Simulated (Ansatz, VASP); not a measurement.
KTaO3: VASP beside Ansatz

```xyz
5
Lattice="3.9883 0.0000 0.0000 0.0000 3.9883 0.0000 0.0000 0.0000 3.9883" Properties=species:S:1:pos:R:3 pbc="T T T"
K     1.9942    1.9942    1.9942
Ta   -0.1875    0.0000    0.0000
O     1.9942    0.0000    0.0000
O     0.0000    1.9942    0.0000
O     0.0000    0.0000    1.9942
```

Change from the starting cell: all Ta atoms moved +0.188 Å, as atom 2 towards its neighbour atom 3 (O) at 1.994 Å.

Alike in both runs: task single point; functional r2SCAN; k mesh 6 × 6 × 6; occupations gaussian, width 0.05 eV; no spin polarisation.

|  | VASP | Ansatz |
| --- | --- | --- |
| version | VASP 6.6.1 | Ansatz 0.2.0 |
| potentials or method | VASP PAW PBE potentials, release 64 (K_sv, Ta_pv, O), cutoff 520 eV | scalar-relativistic, plane waves, PAW |
| valence electrons in the cell | 38 | 40 |

Ansatz gave:

- gap on the k mesh at the Fermi level (eV): 2.63
- least direct gap on the mesh (eV): 3.47
- pressure (GPa): 3.4
- traceless stress, the component that is largest in VASP (GPa): 7.64
- rms of the force components (eV/Å): 0.655

Q: Which values does VASP return?

A: gap on the k mesh at the Fermi level (eV): 2.60; least direct gap on the mesh (eV): 3.45; pressure (GPa): 4.6; traceless stress, the component that is largest in VASP (GPa): 7.98; rms of the force components (eV/Å): 0.725.

VASP's potentials were made for PBE, not for r2SCAN. Atom by atom the forces differ by 0.074 eV/Å (rms over components). With one functional, cell and mesh, what is left measures potentials, basis and numerics. VASP's potentials hold 38 valence electrons a cell and Ansatz's 40, so a difference there can come from the potentials and not from the codes.

Spin-orbit coupling is off throughout.
